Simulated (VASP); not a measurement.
**HfO2: single point with LDA**

Crystal: HfO2.

```xyz
3
Lattice="0.0000 2.5575 2.5575 2.5575 0.0000 2.5575 2.5575 2.5575 0.0000" Properties=species:S:1:pos:R:3 pbc="T T T"
Hf    0.0000    0.0000    0.0000
O     1.2788    1.2788    1.2788
O     3.8363    3.8363    3.8363
```

| Item | Value |
| --- | --- |
| Program | VASP 6.6.1 |
| Task | single point |
| Functional | LDA |
| Potentials or basis | VASP PAW LDA potentials, release 64 (Hf_pv, O) |
| Cutoff | 600 eV |
| k mesh | 4 × 4 × 4 |
| Occupations | gaussian, width 0.01 eV |
| Spin | no spin polarisation |
| Dipole correction | no |
| Further INCAR settings | ALGO = Normal; EDIFF = 1e-06; NBANDS = 18 |

```
Pressure               : -19.6 GPa
Band gap on the k mesh : 3.52 eV, direct
```

Levels at points of the mesh, in eV from the valence-band top:
```csv
k point,band 9,band 10,band 11,band 12,band 13,band 14
"(0.00, 0.00, 0.00)",-0.60,-0.60,-0.60,3.62,3.62,5.48
"(0.50, 0.00, 0.00)",-2.70,-1.81,-1.81,4.33,4.33,6.69
"(0.50, 0.50, 0.00)",-1.51,-1.51,0.00,3.52,5.19,6.35
```

Run time: 3.5 s on 1 thread of Intel(R) Xeon(R) 6975P-C (Granite Rapids) (shared host), peak memory 0.15 GiB.

Caveat: the k points lie up to 0.53 Å⁻¹ apart; spin-orbit coupling is left out, which moves the levels of the heavy elements. A k mesh can miss the band edges.
